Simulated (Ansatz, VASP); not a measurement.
# NaI: VASP beside Ansatz

```
CELL_PARAMETERS angstrom
0.00000 3.23640 3.23640
3.23640 0.00000 3.23640
3.23640 3.23640 0.00000
ATOMIC_POSITIONS crystal
I 0.50000 0.50000 0.50000
Na 0.00000 0.00000 0.00000
```

Alike in both runs: task relaxation of cell and atoms; functional PBEsol; k mesh 7 × 7 × 7; occupations fermi-dirac, width 0.05 eV; no spin polarisation.

|  | VASP | Ansatz |
| --- | --- | --- |
| version | VASP 6.6.1 | Ansatz 0.2.0 |
| potentials or method | VASP PAW PBE potentials, release 64 (I, Na_pv) | Ansatz PAW |
| plane-wave cutoff (eV) | 600 | 420 |
| valence electrons in the cell | 14 | 26 |

|  | VASP | Ansatz | Ansatz less VASP |
| --- | --- | --- | --- |
| gap on the k mesh at the Fermi level, each at its own relaxed structure (eV) | 3.58 | 3.60 | +0.018 |
| relaxed volume (Å³/atom) | 32.95 | 32.78 | -0.171 |
| relaxed length of the cell vector where the two differ most in proportion (Å) | 4.534 | 4.526 | -0.0078 |

VASP's potentials were made for PBE, not for PBEsol. VASP's potentials hold 14 valence electrons a cell and Ansatz's 26, so a difference there can come from the potentials and not from the codes.

Spin-orbit coupling is off throughout. Noted on Ansatz's run: odd divisions of the mesh miss points on the zone boundary, where band edges often lie, so the gap on the mesh can be too wide; the plane-wave basis is chosen anew once the cell has moved, so the energies of steps on either side of that aren't comparable.
